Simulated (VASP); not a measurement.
# CoSi2 (Fm-3m) in VASP: notebook

CoSi2 is run at these levels: PBEsol; tasks: relaxation of cell and atoms.

Everything below comes from runs of VASP 6.6.1. Logs are shortened: lines on timing, memory, paths and dates and some standing lists are left out, and cuts for length are marked.

### 1 The cell of the first run

It takes space group Fm-3m (No. 225, cubic). The conventional cell has a = 5.129 Å, b = 5.129 Å, c = 5.129 Å, α = 90.00°, β = 90.00°, γ = 90.00°. Co (site symmetry m-3m) has 8 Si at 2.22 Å within 2.9 Å. Within 2.9 Å of Si (site symmetry -43m) lie 4 Co at 2.22 Å and 6 Si at 2.56 Å.

### 2 Relaxation of cell and atoms, PBEsol, target pressure 25 GPa, at which the enthalpy is minimised

Input file INCAR:

```
ALGO = Normal ; EDIFF = 1E-7
EDIFFG = -0.008 ; ENCUT = 600
GGA = PS ; IBRION = 2
ISIF = 3 ; ISMEAR = 0
LASPH = True ; LCHARG = False
LREAL = False ; LWAVE = False
NELM = 80 ; NSW = 70
PREC = Accurate ; PSTRESS = 250.0
SIGMA = 0.1
```

Input file KPOINTS:

```
k-points
0
Gamma
  14 14 14
```

Input file POSCAR:

```
CoSi2
1.0
    0.0000000000      2.5642626441      2.5642626441
    2.5642626441      0.0000000000      2.5642626441
    2.5642626441      2.5642626441      0.0000000000
Co Si
1 2
Direct
    0.0000000000      0.0000000000      0.0000000000
    0.2500000000      0.2500000000      0.2500000000
    0.7500000000      0.7500000000      0.7500000000
```

Potentials or basis: VASP PAW PBE potentials, release 64 (Co, Si).

Run with:

```bash
cat potpaw_PBE.64/Co/POTCAR potpaw_PBE.64/Si/POTCAR > POTCAR
mpirun -np 1 vasp_std > vasp.out
```

OUTCAR:

```text
EDIFF = 1E-7
   EDIFFG = -0.008
   ENCUT = 600
   GGA = PS
   IBRION = 2
   ISIF = 3
   ISMEAR = 0
   LASPH = True
   LREAL = False
   NELM = 80
   NSW = 70
   PREC = Accurate
   PSTRESS = 250.0

 ion  position               nearest neighbor table
   1  0.000  0.000  0.000-   3 2.22   3 2.22   3 2.22   2 2.22   3 2.22   2 2.22   2 2.22   2 2.22

   2  0.250  0.250  0.250-   1 2.22   1 2.22   1 2.22   1 2.22   3 2.56   3 2.56   3 2.56   3 2.56
                             3 2.56   3 2.56
   3  0.750  0.750  0.750-   1 2.22   1 2.22   1 2.22   1 2.22   2 2.56   2 2.56   2 2.56   2 2.56
                             2 2.56   2 2.56

  LATTYP: Found a face centered cubic cell.
 ALAT       =     5.1285252882

  Lattice vectors:

 A1 = (   0.0000000000,   2.5642626441,   2.5642626441)
 A2 = (   2.5642626441,   0.0000000000,   2.5642626441)
 A3 = (   2.5642626441,   2.5642626441,   0.0000000000)

Analysis of symmetry for initial positions (statically):
=====================================================================
 Subroutine PRICEL returns:
 Original cell was already a primitive cell.

 Routine SETGRP: Setting up the symmetry group for a
 face centered cubic supercell.

 Subroutine GETGRP returns: Found 48 space group operations
 (whereof 48 operations were pure point group operations)
 out of a pool of 48 trial point group operations.

The static configuration has the point symmetry O_h .

Analysis of symmetry for dynamics (positions and initial velocities):
=====================================================================
 Subroutine PRICEL returns:
 Original cell was already a primitive cell.

 Routine SETGRP: Setting up the symmetry group for a
 face centered cubic supercell.

 Subroutine GETGRP returns: Found 48 space group operations
 (whereof 48 operations were pure point group operations)
 out of a pool of 48 trial point group operations.

The dynamic configuration has the point symmetry O_h .

 Subroutine INISYM returns: Found 48 space group operations
 (whereof 48 operations are pure point group operations),
 and found     1 'primitive' translations

----------------------------------------------------------------------------------------

                                     Primitive cell

  volume of cell :      33.7223

  direct lattice vectors                    reciprocal lattice vectors
     0.000000000  2.564262644  2.564262644    -0.194987827  0.194987827  0.194987827
     2.564262644  0.000000000  2.564262644     0.194987827 -0.194987827  0.194987827
     2.564262644  2.564262644  0.000000000     0.194987827  0.194987827 -0.194987827

  length of vectors
     3.626415009  3.626415009  3.626415009     0.337728823  0.337728823  0.337728823

  position of ions in fractional coordinates (direct lattice)
     0.000000000  0.000000000  0.000000000
     0.250000000  0.250000000  0.250000000
     0.750000000  0.750000000  0.750000000

  ion indices of the primitive-cell ions
   primitive index   ion index
                 1           1
                 2           2
                 3           3

----------------------------------------------------------------------------------------

 KPOINTS: k-points

Automatic generation of k-mesh.
 Grid dimensions read from file:
 generate k-points for:   14   14   14

 Generating k-lattice:

  Cartesian coordinates                     Fractional coordinates (reciprocal lattice)
    -0.013927702  0.013927702  0.013927702     0.071428571  0.000000000  0.000000000
     0.013927702 -0.013927702  0.013927702     0.000000000  0.071428571  0.000000000
     0.013927702  0.013927702 -0.013927702     0.000000000  0.000000000  0.071428571

  Length of vectors
     0.024123487  0.024123487  0.024123487

  Shift w.r.t. Gamma in fractional coordinates (k-lattice)
     0.000000000  0.000000000  0.000000000

 Subroutine IBZKPT returns following result:
 ===========================================

 Found    104 irreducible k-points:

 Following reciprocal coordinates:
            Coordinates               Weight
  0.000000  0.000000  0.000000      1.000000
  0.071429  0.000000  0.000000      8.000000
  0.142857  0.000000  0.000000      8.000000
  0.214286  0.000000  0.000000      8.000000
  0.285714  0.000000  0.000000      8.000000
  0.357143  0.000000  0.000000      8.000000
[... 16 lines left out ...]
  0.214286  0.142857  0.000000     24.000000
  0.285714  0.142857  0.000000     24.000000
 [... further k-points ...]
   k-points           NKPTS =    104   k-points in BZ     NKDIM =    104   number of bands    NBANDS=     12
   number of dos      NEDOS =    301   number of ions     NIONS =      3
   total plane-waves  NPLWV =  27000
   dimension x,y,z NGX =    30 NGY =   30 NGZ =   30
   dimension x,y,z NGXF=    60 NGYF=   60 NGZF=   60
   ions per type =               1   2
   NGX,Y,Z   is equivalent  to a cutoff of  13.75, 13.75, 13.75 a.u.
   NGXF,Y,Z  is equivalent  to a cutoff of  27.51, 27.51, 27.51 a.u.
[... 61 lines left out ...]

------------------------ aborting loop because EDIFF is reached ----------------------------------------

  FORCE on cell =-STRESS in cart. coord.  units (eV):
  Direction    XX          YY          ZZ          XY          YZ          ZX
  --------------------------------------------------------------------------------------
  -------------------------------------------------------------------------------------
  Total        5.5067931      5.5067931      5.5067931     -0.0000000      0.0000000     -0.0000000
  in kB      261.6325816    261.6325816    261.6325816     -0.0000000      0.0000000     -0.0000000
  external PRESSURE =      11.6325816 kB  Pullay stress =     250.0000000 kB

 VOLUME and BASIS-vectors are now :
 -----------------------------------------------------------------------------
  energy-cutoff  :      600.00
  volume of cell :       33.72
      direct lattice vectors                 reciprocal lattice vectors
     0.000000000  2.564262644  2.564262644    -0.194987827  0.194987827  0.194987827
     2.564262644  0.000000000  2.564262644     0.194987827 -0.194987827  0.194987827
     2.564262644  2.564262644  0.000000000     0.194987827  0.194987827 -0.194987827
[... 48 lines left out ...]
  FREE ENERGIE OF THE ION-ELECTRON SYSTEM (eV)
  ---------------------------------------------------
  free  energy   TOTEN  =       -20.7644749385 eV

  energy  without entropy=      -20.7595774477  energy(sigma->0) =      -20.76202619

  enthalpy is  TOTEN    =       -15.4401243503 eV   P V=        5.3243505882

--------------------------------------- Ionic step        3  -------------------------------------------

 number of electron      17.0000004 magnetization

 Free energy of the ion-electron system (eV)
  ---------------------------------------------------
  ext. energy  EPLUGINS =         0.00000000
  ---------------------------------------------------
  free energy    TOTEN  =       -20.72430106 eV

  energy without entropy =      -20.71941883  energy(sigma->0) =      -20.72185995

 E-fermi :  11.8136     XC(G=0): -12.4441

 val. band max:       11.8039192257   @ k =   0.3571   0.0714   0.0000
 cond. band min:      11.8298802880   @ k =   0.4286   0.2143   0.0714
 fundamental gap:      0.0259610623
 Fermi energy:        11.8136275587

 k-point     1 :       0.0000    0.0000    0.0000
  band No.  band energies     occupation
      1      -2.3434      2.00000
      2       7.1082      2.00000
      3       7.1082      2.00000
      4       7.1082      2.00000
      5       9.4250      2.00000
      6       9.4250      2.00000
      7      13.9176      0.00000
      8      15.2334      0.00000
      9      15.2334      0.00000
     10      15.2334      0.00000
     11      15.7590      0.00000
     12      15.7590      0.00000

 k-point     2 :       0.0714    0.0000    0.0000
  band No.  band energies     occupation
      1      -2.2579      2.00000
      2       6.9430      2.00000
      3       7.1391      2.00000
      4       7.1391      2.00000
      5       9.3975      2.00000
      6       9.3975      2.00000
      7      13.6695      0.00000
      8      14.3450      0.00000
      9      14.7666      0.00000
     10      14.7666      0.00000
     11      16.2922      0.00000
     12      16.2922      0.00000
[... 316 lines left out ...]
 k-point    24 :       0.2857    0.1429    0.0000
  band No.  band energies     occupation
      1      -1.1085      2.00000
      2       5.4935      2.00000
      3       7.2868      2.00000
      4       7.3471      2.00000
      5       8.5340      2.00000
      6       9.6507      2.00000
      7      10.7392      2.00000
      8      11.8723      0.40701
      9      12.7172      0.00000
     10      14.3648      0.00000
     11      16.1096      0.00000
     12      17.4769      0.00000

 [... further k-points ...]

------------------------ aborting loop because EDIFF is reached ----------------------------------------

  FORCE on cell =-STRESS in cart. coord.  units (eV):
  Direction    XX          YY          ZZ          XY          YZ          ZX
  --------------------------------------------------------------------------------------
  -------------------------------------------------------------------------------------
  Total        5.2891721      5.2891721      5.2891721     -0.0000000      0.0000000     -0.0000000
  in kB      250.3307499    250.3307499    250.3307499     -0.0000000      0.0000000     -0.0000000
  external PRESSURE =       0.3307499 kB  Pullay stress =     250.0000000 kB

 VOLUME and BASIS-vectors are now :
 -----------------------------------------------------------------------------
  energy-cutoff  :      600.00
  volume of cell :       33.85
      direct lattice vectors                 reciprocal lattice vectors
    -0.000000000  2.567544792  2.567544792    -0.194738570  0.194738570  0.194738570
     2.567544792 -0.000000000  2.567544792     0.194738570 -0.194738570  0.194738570
     2.567544792  2.567544792 -0.000000000     0.194738570  0.194738570 -0.194738570

 POSITION                                       TOTAL-FORCE (eV/Angst)
 -----------------------------------------------------------------------------------
      0.00000      0.00000      0.00000         0.000000     -0.000000     -0.000000
      1.28377      1.28377      1.28377        -0.000000     -0.000000     -0.000000
      3.85132      3.85132      3.85132         0.000000      0.000000      0.000000
 -----------------------------------------------------------------------------------
    total drift:                                0.000000     -0.000000     -0.000000

  FREE ENERGIE OF THE ION-ELECTRON SYSTEM (eV)
  ---------------------------------------------------
  free  energy   TOTEN  =       -20.7243010579 eV

  energy  without entropy=      -20.7194188342  energy(sigma->0) =      -20.72185995

  enthalpy is  TOTEN    =       -15.4421172681 eV   P V=        5.2821837898

 reached required accuracy - stopping structural energy minimisation
```

Run time: 1.8 min. Hardware: 1 thread of Intel Xeon Platinum 8488C (Sapphire Rapids), shared host; peak memory 0.21 GiB.

What came out:

- Free energy: -20.7243 eV
- Relaxed volume: 11.28 Å³/atom
- Relaxed cell: a = 3.631 Å, b = 3.631 Å, c = 3.631 Å, α = 60.00°, β = 60.00°, γ = 60.00°
- Space group after relaxing (to 0.1 Å): Fm-3m (No. 225)
- Energy change on relaxing (the run minimises the enthalpy): -6.9 meV/atom
- Ionic steps: 3
- Pressure after relaxing: 25.0 GPa
- Band gap on the k mesh: zero (an odd number of electrons rules out a gap without spin polarisation)

The path:
```csv
step,energy change (eV),largest force (eV/Å),pressure (GPa),volume (Å³)
1,0.0000,0.0000,26.16,33.72
2,-0.0609,0.0000,22.66,34.12
3,-0.0207,0.0000,25.03,33.85
```

Final structure:
```xyz
3
Lattice="0.0000 2.5675 2.5675 2.5675 0.0000 2.5675 2.5675 2.5675 0.0000" Properties=species:S:1:pos:R:3 pbc="T T T"
Co    0.0000    0.0000    0.0000
Si    1.2838    1.2838    1.2838
Si    3.8513    3.8513    3.8513
```

Caveat: the cell is relaxed towards a set pressure, so the run minimises the enthalpy, not the energy; the PAW data sets were made with another functional, which shifts forces and pressure a little; the run has no spin polarisation, though such a crystal can be magnetic. Zero-point motion and thermal expansion aren't in these numbers.

### 3 Relaxation of cell and atoms, PBEsol, target pressure 12 GPa, at which the enthalpy is minimised

This run uses another cell than the first one, of 11.82 Å³/atom.

Input file INCAR:

```
PREC     = Accurate       # precision mode
ENCUT    = 600            # plane-wave cutoff, eV
EDIFF    = 1E-6           # SCF threshold, eV
ISMEAR   = 0              # smearing method
SIGMA    = 0.1            # smearing width, eV
LREAL    = F              # projectors in reciprocal space
LASPH    = T              # aspherical terms in the spheres
NELM     = 100            # most SCF steps
ALGO     = Normal         # electronic algorithm
ISIF     = 3              # what is computed and relaxed
LWAVE    = F              # write WAVECAR
LCHARG   = F              # write CHGCAR
GGA      = PS             # functional
IBRION   = 2              # ionic algorithm
NSW      = 70             # ionic steps
EDIFFG   = -0.008         # ionic threshold
PSTRESS  = 120.0
```

Input file KPOINTS:

```
Automatic mesh
0
Gamma
  14 14 14
```

Input file POSCAR:

```
CoSi2
1.0
    0.0000000000      2.6072054118      2.6072054118
    2.6072054118      0.0000000000      2.6072054118
    2.6072054118      2.6072054118      0.0000000000
Co Si
1 2
Direct
    0.0000000000      0.0000000000      0.0000000000
    0.2500000000      0.2500000000      0.2500000000
    0.7500000000      0.7500000000      0.7500000000
```

Potentials or basis: VASP PAW PBE potentials, release 64 (Co, Si).

Run with:

```bash
cat potpaw_PBE.64/Co/POTCAR potpaw_PBE.64/Si/POTCAR > POTCAR
mpirun -np 1 vasp_std > vasp.out
```

Run time: 77 s. Hardware: 1 thread of Intel Xeon Platinum 8488C (Sapphire Rapids), shared host; peak memory 0.21 GiB.

Results (log left out):

| Property | Result |
| --- | --- |
| Free energy | -20.9129 eV |
| Relaxed volume | 11.83 Å³/atom |
| Relaxed cell | a = 3.689 Å, b = 3.689 Å, c = 3.689 Å, α = 60.00°, β = 60.00°, γ = 60.00° |
| Space group after relaxing (to 0.1 Å) | Fm-3m (No. 225) |
| Energy change on relaxing (the run minimises the enthalpy) | -1.5 meV/atom |
| Ionic steps | 3 |
| Pressure after relaxing | 12.0 GPa |
| Band gap on the k mesh | zero (an odd number of electrons rules out a gap without spin polarisation) |

Step by step:
| step | energy change (eV) | largest force (eV/Å) | pressure (GPa) | volume (Å³) |
| --- | --- | --- | --- | --- |
| 1 | 0.0000 | 0.0000 | 12.45 | 35.45 |
| 2 | -0.0125 | 0.0000 | 11.26 | 35.61 |
| 3 | -0.0046 | 0.0000 | 12.04 | 35.50 |

Final structure:
```cif
data_structure
_symmetry_space_group_name_H-M 'P 1'
_symmetry_Int_Tables_number 1
_cell_length_a 3.6892
_cell_length_b 3.6892
_cell_length_c 3.6892
_cell_angle_alpha 60.000
_cell_angle_beta 60.000
_cell_angle_gamma 60.000
_cell_volume 35.50
loop_
_atom_site_label
_atom_site_type_symbol
_atom_site_fract_x
_atom_site_fract_y
_atom_site_fract_z
_atom_site_occupancy
Co1 Co 0.00000 0.00000 0.00000 1
Si1 Si 0.25000 0.25000 0.25000 1
Si2 Si 0.75000 0.75000 0.75000 1
```

Levels at points of the mesh, in eV from the Fermi level:
```
           k point  band 7  band 8  band 9  band 10  band 11  band 12
(0.00, 0.00, 0.00)    1.58    3.42    3.42     3.74     3.74     3.74
(0.50, 0.00, 0.00)   -1.88   -0.52   -0.52     2.89     3.65     3.65
(0.50, 0.50, 0.00)   -2.22   -2.18   -1.54     1.90     2.90     8.65
```

Caveat: the cell is relaxed towards a set pressure, so the run minimises the enthalpy, not the energy; the PAW data sets were made with another functional, which shifts forces and pressure a little; the run has no spin polarisation, though such a crystal can be magnetic. Spin polarisation is off, so any magnetic state and its effect on volume and gap are missing.

### 4 Relaxation of cell and atoms, PBEsol, target pressure 4 GPa, at which the enthalpy is minimised

This run uses another cell than the first one, of 12.25 Å³/atom.

Input file INCAR:

```
SYSTEM = CoSi2
PREC = Accurate ; ENCUT = 600
EDIFF = 1E-6 ; ISMEAR = 0
SIGMA = 0.1 ; LREAL = .FALSE.
LASPH = .TRUE. ; NELM = 100
ALGO = Normal ; ISIF = 3
LWAVE = .FALSE. ; LCHARG = .FALSE.
GGA = PS ; IBRION = 2
NSW = 70 ; EDIFFG = -0.008
PSTRESS = 40.0
```

Input file KPOINTS:

```
Automatic mesh
0
G
  14 14 14
  0 0 0
```

Input file POSCAR:

```
CoSi2
1.0
    0.0000000000      2.6386078937      2.6386078937
    2.6386078937      0.0000000000      2.6386078937
    2.6386078937      2.6386078937      0.0000000000
Co Si
1 2
Direct
    0.0000000000      0.0000000000      0.0000000000
    0.2500000000      0.2500000000      0.2500000000
    0.7500000000      0.7500000000      0.7500000000
```

Run with:

```bash
cat potpaw_PBE.64/Co/POTCAR potpaw_PBE.64/Si/POTCAR > POTCAR
mpirun -np 1 vasp_std > vasp.out
```

It took 82 s on 1 thread of Intel Xeon Platinum 8488C (Sapphire Rapids), shared host; peak memory 0.21 GiB.

The run converged. Its results:

| Quantity | Value |
| --- | --- |
| Free energy | -20.9753 eV |
| Relaxed volume | 12.26 Å³/atom |
| Relaxed cell | a = 3.732 Å, b = 3.732 Å, c = 3.732 Å, α = 60.00°, β = 60.00°, γ = 60.00° |
| Space group after relaxing (to 0.1 Å) | Fm-3m (No. 225) |
| Energy change on relaxing (the run minimises the enthalpy) | -0.2 meV/atom |
| Ionic steps | 3 |
| Pressure after relaxing | 4.0 GPa |
| Band gap on the k mesh | zero (an odd number of electrons rules out a gap without spin polarisation) |

The path:
| step | energy change (eV) | largest force (eV/Å) | pressure (GPa) | volume (Å³) |
| --- | --- | --- | --- | --- |
| 1 | 0.0000 | 0.0000 | 4.17 | 36.74 |
| 2 | -0.0017 | 0.0000 | 3.74 | 36.81 |
| 3 | -0.0006 | 0.0000 | 4.02 | 36.77 |

Final structure:
```
Co Si
1.0
     0.00000    2.63920    2.63920
     2.63920    0.00000    2.63920
     2.63920    2.63920    0.00000
Co Si
1 2
Direct
  0.00000 0.00000 0.00000
  0.25000 0.25000 0.25000
  0.75000 0.75000 0.75000
```

Levels at points of the mesh, in eV from the Fermi level:
```csv
k point,band 5,band 6,band 7,band 8,band 9,band 10,band 11,band 12
"(0.00, 0.00, 0.00)",-2.07,-2.07,1.21,3.42,3.42,3.59,3.59,3.59
"(0.50, 0.00, 0.00)",-2.31,-1.77,-1.77,-0.50,-0.50,2.78,3.54,3.54
"(0.50, 0.50, 0.00)",-3.79,-2.11,-2.11,-2.07,-1.45,1.75,2.88,8.62
```

Caveat: the cell is relaxed towards a set pressure, so the run minimises the enthalpy, not the energy; the PAW data sets were made with another functional, which shifts forces and pressure a little; the run has no spin polarisation, though such a crystal can be magnetic.

### 5 Summary

| cell | gap on the mesh (eV) | pressure (GPa) |
| --- | --- | --- |
| relaxed to 25 GPa from a = 3.626 Å, angles 60.0°, 3 atoms | none | 25.0 |
| relaxed to 12 GPa from a = 3.687 Å, angles 60.0°, 3 atoms | none | 12.0 |
| relaxed to 4 GPa from a = 3.732 Å, angles 60.0°, 3 atoms | none | 4.0 |

Alike in all rows: task relaxation of cell and atoms; level PBEsol; potentials or basis VASP PAW PBE potentials, release 64 (Co, Si); no spin polarisation; k mesh 14 × 14 × 14; cutoff (eV) 600; smearing gaussian 0.1 eV.

Caveats: the cell is relaxed towards a set pressure, so the run minimises the enthalpy, not the energy; the PAW data sets were made with another functional, which shifts forces and pressure a little; the run has no spin polarisation, though such a crystal can be magnetic.

Total energies depend on the potentials used, so only differences within one code and one set of settings carry meaning.
